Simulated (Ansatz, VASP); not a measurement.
# One calculation of Rh, two programs

```
CELL_PARAMETERS angstrom
0.00000 1.89011 1.89011
1.89011 0.00000 1.89011
1.89011 1.89011 0.00000
ATOMIC_POSITIONS crystal
Rh 0.00000 0.00000 0.00000
```

Alike in both runs: task relaxation of cell and atoms; functional PBEsol; k mesh 18 × 18 × 18; occupations fermi-dirac, width 0.08 eV; no spin polarisation.

|  | VASP | Ansatz |
| --- | --- | --- |
| version | VASP 6.6.1 | Ansatz 0.2.0 |
| potentials or method | VASP PAW PBE potentials, release 64 (Rh_pv) | PAW with Ansatz's default frozen-core files, scalar-relativistic |
| plane-wave cutoff (eV) | 500 | 420 |
| valence electrons in the cell | 15 | 17 |

```csv
,VASP,Ansatz,Ansatz less VASP
relaxed volume (Å³/atom),13.51,13.51,+0.001
relaxed cell length with the largest relative difference (Å),2.673,2.673,+0.0001
```

VASP's potentials were made for PBE, not for PBEsol. VASP's potentials hold 15 valence electrons a cell and Ansatz's 17, so a difference there can come from the potentials and not from the codes.
